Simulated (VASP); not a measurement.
# CaSe (F-43m) in VASP: single point with LDA

Aim: the single point of CaSe with LDA.

Everything below comes from runs of VASP 6.6.1. Logs are shortened: lines on timing, memory, paths and dates and some standing lists are left out, and cuts for length are marked.

## (1) The cell of the first run

It takes space group F-43m (No. 216, cubic). Conventional cell: a = 6.600 Å, b = 6.600 Å, c = 6.600 Å, α = 90.00°, β = 90.00°, γ = 90.00°. Se (site symmetry -43m) has 4 Ca at 2.86 Å within 3.8 Å. Within 3.8 Å of Ca (site symmetry -43m) lie 4 Se at 2.86 Å.

## (2) Single point, LDA

File POSCAR:

```
CaSe
1.0
    0.0000000000      3.3000000000      3.3000000000
    3.3000000000      0.0000000000      3.3000000000
    3.3000000000      3.3000000000      0.0000000000
Se Ca
1 1
Direct
    0.2500000000      0.2500000000      0.2500000000
    0.0000000000      0.0000000000      0.0000000000
```

File INCAR.step1:

```
SYSTEM = CaSe
PREC = Accurate
ENCUT = 520
EDIFF = 1E-6
ISMEAR = -1
SIGMA = 0.02
LREAL = .False.
LASPH = .True.
NELM = 80
ALGO = Normal
ISIF = 2
LWAVE = .False.
LCHARG = .True.
NBANDS = 15
```

File KPOINTS.step1:

```
Automatic mesh
0
Gamma
  7 7 7
  0 0 0
```

File INCAR.step2:

```
SYSTEM = CaSe
PREC = Accurate
ENCUT = 520
EDIFF = 1E-6
ISMEAR = -5
SIGMA = 0.02
LREAL = .False.
LASPH = .True.
NELM = 80
ALGO = Normal
ISIF = 2
LWAVE = .False.
LCHARG = .False.
LORBIT = 11
NBANDS = 15
NEDOS = 1001
ICHARG = 11
```

File KPOINTS.step2:

```
Automatic mesh
0
Gamma
  11 11 11
  0 0 0
```

Potentials or basis: VASP PAW LDA potentials, release 64 (Se, Ca_sv).

The run is started by

```bash
$ cat potpaw_LDA.64/Se/POTCAR potpaw_LDA.64/Ca_sv/POTCAR > POTCAR
$ cp INCAR.step1 INCAR
$ cp KPOINTS.step1 KPOINTS
$ mpirun -np 1 vasp_std > vasp.out
$ cp INCAR.step2 INCAR
$ cp KPOINTS.step2 KPOINTS
$ mpirun -np 1 vasp_std > vasp.out
```

OUTCAR:

```text
SYSTEM = CaSe
   PREC = Accurate
   ENCUT = 520
   EDIFF = 1E-6
   ISMEAR = -5
   LREAL = .False.
   LASPH = .True.
   NELM = 80
   ISIF = 2
   LORBIT = 11
   ICHARG = 11

 ion  position               nearest neighbor table
   1  0.250  0.250  0.250-   2 2.86   2 2.86   2 2.86   2 2.86
   2  0.000  0.000  0.000-   1 2.86   1 2.86   1 2.86   1 2.86

  LATTYP: Found a face centered cubic cell.
 ALAT       =     6.6000000000

  Lattice vectors:

 A1 = (   0.0000000000,   3.3000000000,   3.3000000000)
 A2 = (   3.3000000000,   0.0000000000,   3.3000000000)
 A3 = (   3.3000000000,   3.3000000000,   0.0000000000)

Analysis of symmetry for initial positions (statically):
=====================================================================
 Subroutine PRICEL returns:
 Original cell was already a primitive cell.

 Routine SETGRP: Setting up the symmetry group for a
 face centered cubic supercell.

 Subroutine GETGRP returns: Found 24 space group operations
 (whereof 24 operations were pure point group operations)
 out of a pool of 48 trial point group operations.

The static configuration has the point symmetry T_d .

Analysis of symmetry for dynamics (positions and initial velocities):
=====================================================================
 Subroutine PRICEL returns:
 Original cell was already a primitive cell.

 Routine SETGRP: Setting up the symmetry group for a
 face centered cubic supercell.

 Subroutine GETGRP returns: Found 24 space group operations
 (whereof 24 operations were pure point group operations)
 out of a pool of 48 trial point group operations.

The dynamic configuration has the point symmetry T_d .

 Subroutine INISYM returns: Found 24 space group operations
 (whereof 24 operations are pure point group operations),
 and found     1 'primitive' translations

----------------------------------------------------------------------------------------

                                     Primitive cell

  volume of cell :      71.8740

  direct lattice vectors                    reciprocal lattice vectors
     0.000000000  3.300000000  3.300000000    -0.151515152  0.151515152  0.151515152
     3.300000000  0.000000000  3.300000000     0.151515152 -0.151515152  0.151515152
     3.300000000  3.300000000  0.000000000     0.151515152  0.151515152 -0.151515152

  length of vectors
     4.666904756  4.666904756  4.666904756     0.262431941  0.262431941  0.262431941

  position of ions in fractional coordinates (direct lattice)
     0.250000000  0.250000000  0.250000000
     0.000000000  0.000000000  0.000000000

  ion indices of the primitive-cell ions
   primitive index   ion index
                 1           1
                 2           2

----------------------------------------------------------------------------------------

 KPOINTS: Automatic mesh

Automatic generation of k-mesh.
 Grid dimensions read from file:
 generate k-points for:   11   11   11

 Generating k-lattice:

  Cartesian coordinates                     Fractional coordinates (reciprocal lattice)
    -0.013774105  0.013774105  0.013774105     0.090909091  0.000000000  0.000000000
     0.013774105 -0.013774105  0.013774105     0.000000000  0.090909091  0.000000000
     0.013774105  0.013774105 -0.013774105     0.000000000  0.000000000  0.090909091

  Length of vectors
     0.023857449  0.023857449  0.023857449

  Shift w.r.t. Gamma in fractional coordinates (k-lattice)
     0.000000000  0.000000000  0.000000000

 TETIRR: Found    201 inequivalent tetrahedra from     7986

 Subroutine IBZKPT returns following result:
 ===========================================

 Found     56 irreducible k-points:

 Following reciprocal coordinates:
            Coordinates               Weight
  0.000000  0.000000  0.000000      1.000000
  0.090909  0.000000  0.000000      8.000000
  0.181818  0.000000  0.000000      8.000000
  0.272727  0.000000  0.000000      8.000000
  0.363636  0.000000  0.000000      8.000000
  0.454545  0.000000  0.000000      8.000000
[... 16 lines left out ...]
 -0.272727  0.181818  0.000000     24.000000
 -0.181818  0.181818  0.000000     12.000000
 [... further k-points ...]
   k-points           NKPTS =     56   k-points in BZ     NKDIM =     56   number of bands    NBANDS=     15
   number of dos      NEDOS =   1001   number of ions     NIONS =      2
   total plane-waves  NPLWV =  46656
   dimension x,y,z NGX =    36 NGY =   36 NGZ =   36
   dimension x,y,z NGXF=    72 NGYF=   72 NGZF=   72
   ions per type =               1   1
   NGX,Y,Z   is equivalent  to a cutoff of  12.82, 12.82, 12.82 a.u.
   NGXF,Y,Z  is equivalent  to a cutoff of  25.65, 25.65, 25.65 a.u.
 SYSTEM =  CaSe
   PREC   = accura    normal or accurate (medium, high low for compatibility)
   ISTART =      0    job   : 0-new  1-cont  2-samecut
   ICHARG =     11    charge: 1-file 2-atom 10-const
   ISPIN  =      1    spin polarized calculation?
   LNONCOLLINEAR =      F non collinear calculations
   LSORBIT =      F    spin-orbit coupling
   LASPH  =      T    aspherical Exc in radial PAW
   ENCUT  =  520.0 eV  38.22 Ry    6.18 a.u.   8.68  8.68  8.68*2*pi/ulx,y,z
   NELM   =     80;   NELMIN=  2; NELMDL=  0     # of ELM steps
   EDIFF  = 0.1E-05   stopping-criterion for ELM
   LREAL  =      F    real-space projection
   EDIFFG = 0.1E-04   stopping-criterion for IOM
   NSW    =      0    number of steps for IOM
   IBRION =     -1    ionic relax: 0-MD 1-quasi-New 2-CG
   NFREE  =      0    steps in history (QN), initial steepest desc. (CG)
   ISIF   =      2    stress and relaxation
   ISYM   =      2    0-nonsym 1-usesym 2-fastsym
   POTIM  = 0.5000    time-step for ionic-motion
   TEBEG  =    0.0;   TEEND  =   0.0 temperature during run
   PSTRESS=    0.0 pullay stress
   NELECT =      16.0000    total number of electrons
   NUPDOWN=      -1.0000    fix difference up-down
   EMIN   =  10.00;   EMAX   =-10.00  energy-range for DOS
   EFERMI =   0.00;   METHOD = LEGACY
   ISMEAR =    -5;   SIGMA  =   0.02  broadening in eV -4-tet -1-fermi 0-gaus
   EFERMI_NEDOS =   21; number of points for ismear=-14 and -15
   IALGO  =     38    algorithm
   IMIX   =      4    mixing-type and parameters
     AMIX     =   0.40;   BMIX     =  1.00
     AMIX_MAG =   1.60;   BMIX_MAG =  1.00
  volume/ion in A,a.u.               =      35.94       242.51
  Fermi-wavevector in a.u.,A,eV,Ry     =   0.992181  1.874950 13.393889  0.984423
  Thomas-Fermi vector in A             =   2.123975
   LORBIT       =     11    0 simple, 1 ext, 2 COOP (PROOUT), +10 PAW based schemes
   GGA     = CA    functional components
   LHFCALC =     F    Hartree Fock is set to
   AEXX    =    0.0000 exact exchange contribution
   IVDW    =     0    specifies the selected vdW correction
   LEPSILON=     F    determine dielectric tensor
   LRPA    =     F    only Hartree local field effects (RPA)
 non-spin polarized calculation
 Fermi weights with tetrahedron method with Bloechl corrections
  energy-cutoff  :      520.00
  volume of cell :       71.87
 maximum number of plane-waves:      1956

 number of electron      16.0000000 magnetization

 Free energy of the ion-electron system (eV)
  ---------------------------------------------------
  ext. energy  EPLUGINS =         0.00000000
  ---------------------------------------------------
  free energy    TOTEN  =        -9.81491333 eV

  energy without entropy =       -9.81491333  energy(sigma->0) =       -9.81491333

 E-fermi :  -0.5012     XC(G=0):  -7.9496

 val. band max:       -0.5376831475   @ k =  -0.2727   0.2727   0.0000
 cond. band min:       2.3522542474   @ k =   0.0000   0.0000   0.0000
 fundamental gap:      2.8899373949
 Fermi energy:        -0.5012297128

 k-point     1 :       0.0000    0.0000    0.0000
  band No.  band energies     occupation
      1     -39.1971      2.00000
      2     -20.5040      2.00000
      3     -20.5040      2.00000
      4     -20.5040      2.00000
      5     -10.8813      2.00000
      6      -0.6346      2.00000
      7      -0.6346      2.00000
      8      -0.6346      2.00000
      9       2.3523      0.00000
     10       4.6561      0.00000
     11       4.6561      0.00000
     12       6.6566      0.00000
     13       6.6566      0.00000
     14       6.6566      0.00000
     15       8.2964      0.00000

 k-point     2 :       0.0909    0.0000    0.0000
  band No.  band energies     occupation
      1     -39.1969      2.00000
      2     -20.5076      2.00000
      3     -20.5045      2.00000
      4     -20.5045      2.00000
      5     -10.8618      2.00000
      6      -0.7888      2.00000
      7      -0.6269      2.00000
      8      -0.6269      2.00000
      9       2.6213      0.00000
     10       4.6096      0.00000
     11       4.6096      0.00000
     12       6.4985      0.00000
     13       6.6695      0.00000
     14       6.6695      0.00000
     15       8.0353      0.00000
[... 365 lines left out ...]
      3     -20.5155      2.00000
      4     -20.5085      2.00000
      5     -10.6573      2.00000
      6      -1.5119      2.00000
      7      -0.8336      2.00000
      8      -0.5432      2.00000
      9       4.1738      0.00000
     10       4.3069      0.00000
     11       4.6830      0.00000
     12       5.5171      0.00000
     13       5.9397      0.00000
     14       6.3584      0.00000
     15       7.6564      0.00000

 k-point    24 :      -0.1818    0.1818    0.0000
  band No.  band energies     occupation
      1     -39.1959      2.00000
      2     -20.5291      2.00000
      3     -20.5123      2.00000
      4     -20.5069      2.00000
      5     -10.7163      2.00000
      6      -1.4005      2.00000
      7      -0.7428      2.00000
      8      -0.5574      2.00000
      9       4.1389      0.00000
     10       4.2619      0.00000
     11       4.6630      0.00000
     12       5.4312      0.00000
     13       6.1238      0.00000
     14       6.5903      0.00000
     15       7.6788      0.00000

 [... further k-points ...]

------------------------ aborting loop because EDIFF is reached ----------------------------------------

  FORCE on cell =-STRESS in cart. coord.  units (eV):
  Direction    XX          YY          ZZ          XY          YZ          ZX
  --------------------------------------------------------------------------------------
  -------------------------------------------------------------------------------------
  Total       -1.1463182     -1.1463182     -1.1463182      0.0000000      0.0000000      0.0000000
  in kB      -25.5531210    -25.5531210    -25.5531210      0.0000000      0.0000000      0.0000000
  external PRESSURE =     -25.5531210 kB  Pullay stress =       0.0000000 kB

 VOLUME and BASIS-vectors are now :
 -----------------------------------------------------------------------------
  energy-cutoff  :      520.00
  volume of cell :       71.87
      direct lattice vectors                 reciprocal lattice vectors
     0.000000000  3.300000000  3.300000000    -0.151515152  0.151515152  0.151515152
     3.300000000  0.000000000  3.300000000     0.151515152 -0.151515152  0.151515152
     3.300000000  3.300000000  0.000000000     0.151515152  0.151515152 -0.151515152

 POSITION                                       TOTAL-FORCE (eV/Angst)
 -----------------------------------------------------------------------------------
      1.65000      1.65000      1.65000        -0.000000     -0.000000     -0.000000
      0.00000      0.00000      0.00000         0.000000      0.000000      0.000000
 -----------------------------------------------------------------------------------
    total drift:                               -0.000000     -0.000000     -0.000000

  FREE ENERGIE OF THE ION-ELECTRON SYSTEM (eV)
  ---------------------------------------------------
  free  energy   TOTEN  =        -9.8149133301 eV

  energy  without entropy=       -9.8149133301  energy(sigma->0) =       -9.81491333

 total charge

# of ion       s       p       d       tot
------------------------------------------
    1        1.437   2.466   0.003   3.906
    2        2.043   5.839   0.239   8.121
--------------------------------------------------
tot          3.481   8.305   0.241  12.027
```

Run time: 57 s. Hardware: 1 thread of Intel Xeon 8259CL, shared host; peak memory 0.2 GiB.

Results:

```
Valence electrons inside the program's atomic spheres : Se 3.91; Ca 8.12
```
